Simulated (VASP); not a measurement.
Input of a VASP 6.6.1 run:

POSCAR

```
Pt
1.0
   -1.5659584072      1.5659584072      1.5659584072
    1.5659584072     -1.5659584072      1.5659584072
    1.5659584072      1.5659584072     -1.5659584072
Pt
1
Direct
    0.0000000000      0.0000000000      0.0000000000
```

File INCAR.step1:

```
SYSTEM = Pt
PREC = Accurate ; ENCUT = 520
ISMEAR = -1 ; SIGMA = 0.1
LREAL = .False. ; LASPH = .True.
NELM = 80 ; NBANDS = 11
GGA = PE ; ALGO = Normal
EDIFF = 1E-4 ; LWAVE = .True.
LCHARG = .False.
```

File INCAR.step2:

```
SYSTEM = Pt
PREC = Accurate ; ENCUT = 520
EDIFF = 1E-7 ; ISMEAR = -1
SIGMA = 0.1 ; LREAL = .False.
LASPH = .True. ; NELM = 80
ALGO = Normal ; ISIF = 2
LWAVE = .False. ; LCHARG = .True.
METAGGA = R2SCAN ; LMIXTAU = .True.
LELF = .True. ; LVHAR = .True.
NBANDS = 11 ; ISTART = 1
```

File KPOINTS:

```
regular mesh
0
Gamma
  15 15 15
  0 0 0
```

Potentials or basis: VASP PAW PBE potentials, release 64 (Pt).

Run with:

```sh
$ cat potpaw_PBE.64/Pt/POTCAR > POTCAR
$ cp INCAR.step1 INCAR
$ mpirun -np 1 vasp_std > vasp.out
$ cp INCAR.step2 INCAR
$ mpirun -np 1 vasp_std > vasp.out
```

(1) Predict the pressure.

(2) Predict the band gap on the k mesh.

Results:

(1) 2.6 GPa.

(2) zero (band 5 reaches 11.52 eV, above the bottom of band 6 at 9.15 eV).

Caveat: the PAW data sets were made with another functional, which shifts forces and pressure a little; spin-orbit coupling is left out, which moves the levels of the heavy elements.
